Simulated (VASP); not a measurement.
Rh: single point with r2SCAN

Crystal: Rh.

```
CELL_PARAMETERS angstrom
0.00000 1.90268 1.90268
1.90268 0.00000 1.90268
1.90268 1.90268 0.00000
ATOMIC_POSITIONS crystal
Rh 0.00000 0.00000 0.00000
```

```json
{
  "Program": "VASP 6.6.1",
  "Task": "single point",
  "Functional": "r2SCAN",
  "Potentials or basis": "VASP PAW PBE potentials, release 64 (Rh_sv_GW)",
  "Cutoff": "680 eV",
  "k mesh": "8 × 8 × 8",
  "Occupations": "fermi-dirac, width 0.1 eV",
  "Spin": "no spin polarisation",
  "Dipole correction": "no",
  "Further INCAR settings": "ALGO = Normal; EDIFF = 1e-06; NBANDS = 14"
}
```

The pressure is 0.0 GPa and the band gap on the k mesh is zero (an odd number of electrons rules out a gap without spin polarisation).

Levels at points of the mesh, in eV from the Fermi level:
| k point | band 5 | band 6 | band 7 | band 8 | band 9 | band 10 | band 11 | band 12 |
| --- | --- | --- | --- | --- | --- | --- | --- | --- |
| (0.00, 0.00, 0.00) | -8.18 | -3.18 | -3.18 | -3.18 | -1.09 | -1.09 | 16.41 | 22.06 |
| (0.50, 0.00, 0.00) | -6.34 | -3.30 | -3.30 | 0.56 | 0.56 | 0.87 | 9.05 | 16.03 |
| (0.50, 0.50, 0.00) | -6.55 | -6.17 | 0.48 | 1.02 | 1.02 | 3.44 | 12.82 | 13.90 |

Run time: 15 s on 1 thread of Intel(R) Xeon(R) 6975P-C (Granite Rapids), on a shared host, peak memory 0.15 GiB.

Caveat: the PAW data sets were made with another functional, which shifts forces and pressure a little.
